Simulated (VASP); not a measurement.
Input of a VASP 6.6.1 run:

File INCAR:

```
SYSTEM = Be2ZnTe5
ALGO     = Normal         ! electronic algorithm
EDIFF    = 1E-6           ! SCF threshold, eV
ENCUT    = 520            ! plane-wave cutoff, eV
GGA      = PE             ! functional
ISIF     = 2              ! what is computed and relaxed
ISMEAR   = 0              ! smearing method
LASPH    = .TRUE.         ! aspherical terms in the spheres
LCHARG   = .FALSE.        ! write CHGCAR
LREAL    = .FALSE.        ! projectors in reciprocal space
LWAVE    = .FALSE.        ! write WAVECAR
NBANDS   = 33             ! bands
NELM     = 60             ! most SCF steps
PREC     = Accurate       ! precision mode
SIGMA    = 0.1            ! smearing width, eV
```

The input KPOINTS:

```
k-points
0
G
  8 8 4
  0 0 0
```

The input POSCAR:

```
Be2ZnTe5
1.0
    4.0408418723      0.0000000000      0.0000000000
    0.0000000000      4.0408418723      0.0000000000
    0.0000000000      0.0000000000     13.8215191945
Be Zn Te
2 1 5
Direct
    0.5000000000      0.5000000000      0.2214736487
    0.5000000000      0.5000000000      0.7785263513
    0.0000000000      0.0000000000      0.0000000000
    0.5000000000      0.0000000000      0.3227865564
    0.0000000000      0.5000000000      0.1215884876
    0.0000000000      0.5000000000      0.6772134436
    0.5000000000      0.0000000000      0.8784115124
    0.0000000000      0.0000000000      0.5000000000
```

Potentials or basis: VASP PAW PBE potentials, release 64 (Be, Zn, Te).

Run with:

```sh
$ cat potpaw_PBE.64/Be/POTCAR potpaw_PBE.64/Zn/POTCAR potpaw_PBE.64/Te/POTCAR > POTCAR
$ mpirun -np 1 vasp_std > vasp.out
```

(1) Predict the band gap on the k mesh.

(2) What does it give for the largest force?

Results:

(1) zero (bands 23 and 24 overlap by 1.48 eV).

(2) 0.019 eV/Å.

Caveat: spin-orbit coupling is left out, which moves the levels of the heavy elements.
